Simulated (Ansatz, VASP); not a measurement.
## Os: VASP beside Ansatz

```
CELL_PARAMETERS angstrom
2.75451 0.00000 0.00000
-1.37725 2.38547 0.00000
0.00000 0.00000 4.34942
ATOMIC_POSITIONS crystal
Os 0.33333 0.66667 0.25000
Os 0.66667 0.33333 0.75000
```

Alike in both runs: task electric field gradients; functional PBE; k mesh 18 × 18 × 10; occupations fermi-dirac, width 0.15 eV; no spin polarisation.

|  | VASP | Ansatz |
| --- | --- | --- |
| version | VASP 6.6.1 | Ansatz 0.2.0 |
| potentials or method | VASP PAW PBE potentials, release 64 (Os), cutoff 520 eV | scalar-relativistic, plane waves, PAW |
| valence electrons in the cell | 16 | 32 |

|  | VASP | Ansatz | Ansatz less VASP |
| --- | --- | --- | --- |
| gap on the k mesh at the Fermi level (eV) | none | none | - |
| pressure (GPa) | -0.2 | 0.0 | +0.15 |
| traceless stress, the component that is largest in VASP (GPa) | -0.08 | 0.00 | +0.078 |
| size of Vzz on the site where it differs most (V/Å²) | 76.7 | 57.7 | -18.94 |

A gap of «none» marks a metal or a gap that the smearing closes. VASP's potentials hold 16 valence electrons a cell and Ansatz's 32, so a difference there can come from the potentials and not from the codes.

Spin-orbit coupling is off throughout.
